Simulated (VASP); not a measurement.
# BN (Qingsongite) (I-4m2) in VASP: a series of runs

Runs on BN (Qingsongite). Level: PBE. Tasks: single point.

Program: VASP 6.6.1. These are calculated values, not measurements. Logs are shortened: lines on timing, memory, paths and dates and some standing lists are left out, and cuts for length are marked.

## 1. The cell of the first run

It takes space group I-4m2 (No. 119, tetragonal). Conventional cell: a = 2.590 Å, b = 2.590 Å, c = 3.615 Å, α = 90.00°, β = 90.00°, γ = 90.00°. Within 2.1 Å of B (site symmetry -4m2) lie 4 N at 1.58 Å. Within 2.1 Å of N (site symmetry -4m2) lie 4 B at 1.58 Å.

## 2. Single point, PBE

Input file INCAR:

```
PREC = Accurate
ENCUT = 600
EDIFF = 1E-6
ISMEAR = 0
SIGMA = 0.05
LREAL = F
LASPH = T
NELM = 120
ALGO = Normal
ISIF = 2
LWAVE = F
LCHARG = F
GGA = PE
NBANDS = 11
GGA_COMPAT = F
```

Input file KPOINTS:

```
Automatic mesh
0
Gamma
  10 10 10
```

Input file POSCAR:

```
BN
1.0
    0.0000000000      1.8316000000      1.8075000000
    1.8316000000      0.0000000000      1.8075000000
    1.8316000000      1.8316000000      0.0000000000
B N
1 1
Direct
    0.0000000000      0.0000000000      0.0000000000
    0.2500000000      0.2500000000      0.2500000000
```

Potentials or basis: VASP PAW PBE potentials, release 64 (B, N).

The run is started by

```
$ cat potpaw_PBE.64/B/POTCAR potpaw_PBE.64/N/POTCAR > POTCAR
$ mpirun -np 1 vasp_std > vasp.out
```

OUTCAR:

```text
PREC = Accurate
   ENCUT = 600
   EDIFF = 1E-6
   ISMEAR = 0
   LREAL = F
   LASPH = T
   NELM = 120
   ISIF = 2
   GGA = PE

 ion  position               nearest neighbor table
   1  0.000  0.000  0.000-   2 1.58   2 1.58   2 1.58   2 1.58
   2  0.250  0.250  0.250-   1 1.58   1 1.58   1 1.58   1 1.58

  LATTYP: Found a body centered tetragonal cell.
 ALAT       =     2.5902735608
 C/A-ratio  =     1.3956054892

  Lattice vectors:

 A1 = (   0.0000000000,  -1.8316000000,  -1.8075000000)
 A2 = (   0.0000000000,   1.8316000000,  -1.8075000000)
 A3 = (   1.8316000000,   0.0000000000,   1.8075000000)

Analysis of symmetry for initial positions (statically):
=====================================================================
 Subroutine PRICEL returns:
 Original cell was already a primitive cell.

 Routine SETGRP: Setting up the symmetry group for a
 body centered tetragonal supercell.

 Subroutine GETGRP returns: Found  8 space group operations
 (whereof  8 operations were pure point group operations)
 out of a pool of 16 trial point group operations.

The static configuration has the point symmetry D_2d.

Analysis of symmetry for dynamics (positions and initial velocities):
=====================================================================
 Subroutine PRICEL returns:
 Original cell was already a primitive cell.

 Routine SETGRP: Setting up the symmetry group for a
 body centered tetragonal supercell.

 Subroutine GETGRP returns: Found  8 space group operations
 (whereof  8 operations were pure point group operations)
 out of a pool of 16 trial point group operations.

The dynamic configuration has the point symmetry D_2d.

 Subroutine INISYM returns: Found  8 space group operations
 (whereof  8 operations are pure point group operations),
 and found     1 'primitive' translations

----------------------------------------------------------------------------------------

                                     Primitive cell

  volume of cell :      12.1275

  direct lattice vectors                    reciprocal lattice vectors
     0.000000000  1.831600000  1.807500000    -0.272985368  0.272985368  0.276625173
     1.831600000  0.000000000  1.807500000     0.272985368 -0.272985368  0.276625173
     1.831600000  1.831600000  0.000000000     0.272985368  0.272985368 -0.276625173

  length of vectors
[... 89 lines left out ...]
   ISYM   =      2    0-nonsym 1-usesym 2-fastsym
   POTIM  = 0.5000    time-step for ionic-motion
   TEBEG  =    0.0;   TEEND  =   0.0 temperature during run
   PSTRESS=    0.0 pullay stress
   NELECT =       8.0000    total number of electrons
   NUPDOWN=      -1.0000    fix difference up-down
   EMIN   =  10.00;   EMAX   =-10.00  energy-range for DOS
   EFERMI =   0.00;   METHOD = LEGACY
   ISMEAR =     0;   SIGMA  =   0.05  broadening in eV -4-tet -1-fermi 0-gaus
   EFERMI_NEDOS =   21; number of points for ismear=-14 and -15
   IALGO  =     38    algorithm
   IMIX   =      4    mixing-type and parameters
     AMIX     =   0.40;   BMIX     =  1.00
     AMIX_MAG =   1.60;   BMIX_MAG =  1.00
  volume/ion in A,a.u.               =       6.06        40.92
  Fermi-wavevector in a.u.,A,eV,Ry     =   1.425110  2.693067 27.632585  2.030938
  Thomas-Fermi vector in A             =   2.545529
   LORBIT       =      0    0 simple, 1 ext, 2 COOP (PROOUT), +10 PAW based schemes
   GGA     = PE    functional components
   LHFCALC =     F    Hartree Fock is set to
   AEXX    =    0.0000 exact exchange contribution
   IVDW    =     0    specifies the selected vdW correction
   LEPSILON=     F    determine dielectric tensor
   LRPA    =     F    only Hartree local field effects (RPA)
 non-spin polarized calculation
 Gauss-broadening in eV      SIGMA  =   0.05
  energy-cutoff  :      600.00
  volume of cell :       12.13
 maximum number of plane-waves:       424
 NGX is ok and might be reduce to    24
   NGX = 11   NGY = 11   NGZ = 11

 number of electron       8.0000000 magnetization

 Free energy of the ion-electron system (eV)
  ---------------------------------------------------
  ext. energy  EPLUGINS =         0.00000000
  ---------------------------------------------------
  free energy    TOTEN  =       -17.44788450 eV

  energy without entropy =      -17.44788450  energy(sigma->0) =      -17.44788450

 E-fermi :   7.4364     XC(G=0): -12.6920

 val. band max:        7.1639986853   @ k =   0.0000   0.0000   0.0000
 cond. band min:      11.3645376455   @ k =   0.5000   0.5000   0.0000
 fundamental gap:      4.2005389602
 Fermi energy:         7.4363767490

 k-point     1 :       0.0000    0.0000    0.0000
  band No.  band energies     occupation
      1     -12.8525      2.00000
      2       7.0383      2.00000
      3       7.0383      2.00000
      4       7.1640      2.00000
      5      15.7131      0.00000
      6      15.8065      0.00000
      7      15.8065      0.00000
      8      17.0013      0.00000
      9      31.3392      0.00000
     10      34.1930      0.00000
     11      34.8319      0.00000
[... 309 lines left out ...]
 k-point    24 :       0.4000    0.3000    0.0000
  band No.  band energies     occupation
      1      -9.1113      2.00000
      2       0.4694      2.00000
      3       2.6538      2.00000
      4       3.0128      2.00000
      5      12.9824      0.00000
      6      17.3774      0.00000
      7      22.2477      0.00000
      8      22.3352      0.00000
      9      26.5564      0.00000
     10      33.7012      0.00000
     11      38.3050      0.00000

 [... further k-points ...]

------------------------ aborting loop because EDIFF is reached ----------------------------------------

  FORCE on cell =-STRESS in cart. coord.  units (eV):
  Direction    XX          YY          ZZ          XY          YZ          ZX
  --------------------------------------------------------------------------------------
  -------------------------------------------------------------------------------------
  Total       -0.7048815     -0.7048815     -0.1142109      0.0000000      0.0000000      0.0000000
  in kB      -93.1230407    -93.1230407    -15.0885817      0.0000000      0.0000000      0.0000000
  external PRESSURE =     -67.1115544 kB  Pullay stress =       0.0000000 kB

 VOLUME and BASIS-vectors are now :
 -----------------------------------------------------------------------------
  energy-cutoff  :      600.00
  volume of cell :       12.13
      direct lattice vectors                 reciprocal lattice vectors
     0.000000000  1.831600000  1.807500000    -0.272985368  0.272985368  0.276625173
     1.831600000  0.000000000  1.807500000     0.272985368 -0.272985368  0.276625173
     1.831600000  1.831600000  0.000000000     0.272985368  0.272985368 -0.276625173

 POSITION                                       TOTAL-FORCE (eV/Angst)
 -----------------------------------------------------------------------------------
      0.00000      0.00000      0.00000         0.000000      0.000000     -0.000000
      0.91580      0.91580      0.90375        -0.000000     -0.000000      0.000000
 -----------------------------------------------------------------------------------
    total drift:                                0.000000      0.000000      0.000000

  FREE ENERGIE OF THE ION-ELECTRON SYSTEM (eV)
  ---------------------------------------------------
  free  energy   TOTEN  =       -17.4478845008 eV

  energy  without entropy=      -17.4478845008  energy(sigma->0) =      -17.44788450
```

stdout:

```text
POSCAR found type information on POSCAR B N
 POSCAR found :  2 types and       2 ions
 scaLAPACK will be used
 LDA part: xc-table for (Slater+PW92), standard interpolation
 POSCAR, INCAR and KPOINTS ok, starting setup
 FFT: planning ... GRIDC
 FFT: planning ... GRID_SOFT
 FFT: planning ... GRID
 WAVECAR not read
 entering main loop
```

Run time: 12 s. Hardware: 1 thread of Intel Xeon 6975P-C (Granite Rapids), shared host; peak memory 0.14 GiB.

Results:

```yaml
Free_energy: -17.4479 eV
Pressure: -6.7 GPa
Band_gap_on_the_k_mesh: 4.20 eV, indirect (least direct gap 8.55 eV)
```

## 3. Single point, PBE

This run uses another cell than the first one, of 6.14 Å³/atom, 1.013 times its volume.

Input file INCAR:

```
ALGO = Normal
EDIFF = 1E-6
ENCUT = 600
GGA = PE
GGA_COMPAT = False
ISIF = 2
ISMEAR = 0
LASPH = True
LCHARG = False
LREAL = False
LWAVE = False
NBANDS = 11
NELM = 120
PREC = Accurate
SIGMA = 0.05
```

Input file KPOINTS:

```
k-points
0
Gamma
  10 10 10
```

Input file POSCAR:

```
BN
1.0
    0.0000000000      1.8436500000      1.8075000000
    1.8436500000      0.0000000000      1.8075000000
    1.8436500000      1.8436500000      0.0000000000
B N
1 1
Direct
    0.0000000000      0.0000000000      0.0000000000
    0.2500000000      0.2500000000      0.2500000000
```

Potentials or basis: VASP PAW PBE potentials, release 64 (B, N).

The run is started by

```
$ cat potpaw_PBE.64/B/POTCAR potpaw_PBE.64/N/POTCAR > POTCAR
$ mpirun -np 1 vasp_std > vasp.out
```

It took 14 s on 1 thread of Intel Xeon 6975P-C (Granite Rapids), shared host; peak memory 0.14 GiB.

Results (log left out):

```yaml
Free_energy: -17.4362 eV
Pressure: -11.2 GPa
Band_gap_on_the_k_mesh: 4.08 eV, indirect (least direct gap 8.42 eV)
```

Stress tensor (GPa, compression positive):
```
-14.99   0.00   0.00
  0.00 -14.99   0.00
  0.00   0.00  -3.57
```

Levels at points of the mesh, in eV from the valence-band top:
```
           k point  band 2  band 3  band 4  band 5  band 6  band 7
(0.00, 0.00, 0.00)   -0.18   -0.18    0.00    8.42    8.56    8.56
(0.50, 0.00, 0.00)  -10.45   -2.13   -1.85    9.41   10.26   10.57
(0.50, 0.50, 0.00)   -8.60   -5.01   -5.01    4.08    8.58   17.22
(0.50, 0.00, 0.50)   -8.88   -4.75   -4.74    4.40    9.04   17.02
```

A k mesh can miss the band edges.
